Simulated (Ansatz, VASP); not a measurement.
Two plane-wave programs on Cd

INCAR

```
ALGO = Normal
EDIFF = 1E-6
ENCUT = 500
GGA = PE
GGA_COMPAT = F
ISIF = 2
ISMEAR = 1
LASPH = T
LCHARG = F
LREAL = F
LWAVE = F
NBANDS = 19
NELM = 120
PREC = Accurate
SIGMA = 0.27211386245988
```

File KPOINTS:

```
k-points
0
Gamma
  6 6 4
```

The input POSCAR:

```
Cd
1.0
    2.9788725081      0.0000000000      0.0000000000
   -1.4894362540      2.5797792666      0.0000000000
    0.0000000000      0.0000000000      5.6176500000
Cd
2
Direct
    0.3333333333      0.6666666667      0.2500000000
    0.6666666667      0.3333333333      0.7500000000
```

Input for Ansatz:

```yaml
crystal:
  lattice:
    - [2.9788725081, 0.0, 0.0]
    - [-1.489436254, 2.5797792666, 0.0]
    - [0.0, 0.0, 5.61765]
  atoms:
    - { symbol: Cd, position: [0.3333333333, 0.6666666667, 0.25] }
    - { symbol: Cd, position: [0.6666666667, 0.3333333333, 0.75] }
basis:
  ecutwfc: 420
kpoints:
  mp_grid: { grid: [6, 6, 4] }
hamiltonian:
  xc: pbe
scf:
  occupations: { method: cold, width: "0.02 Ry" }
output:
  forces: true
  stress: true
  eigenvalues: true
```

Alike in both runs: task single point; functional PBE; k mesh 6 × 6 × 4; no spin polarisation.

```csv
,VASP,Ansatz
version,VASP 6.6.1,Ansatz 0.2.0
potentials or method,"VASP PAW PBE potentials, release 64 (Cd), cutoff 500 eV","scalar-relativistic, plane waves, PAW"
occupations,"methfessel-paxton of order 1, width 0.272114 eV",cold
valence electrons in the cell,24,40
```

|  | VASP | Ansatz | Ansatz less VASP |
| --- | --- | --- | --- |
| gap on the k mesh at the Fermi level (eV) | none | none | - |
| pressure (GPa) | 4.2 | 3.8 | -0.44 |
| traceless stress, the component that is largest in VASP (GPa) | -0.74 | -0.32 | +0.418 |

A gap of «none» marks a metal or a gap that the smearing closes. VASP's potentials hold 24 valence electrons a cell and Ansatz's 40, so a difference there can come from the potentials and not from the codes.

The k mesh is coarse, so the values compare programs but aren't converged.
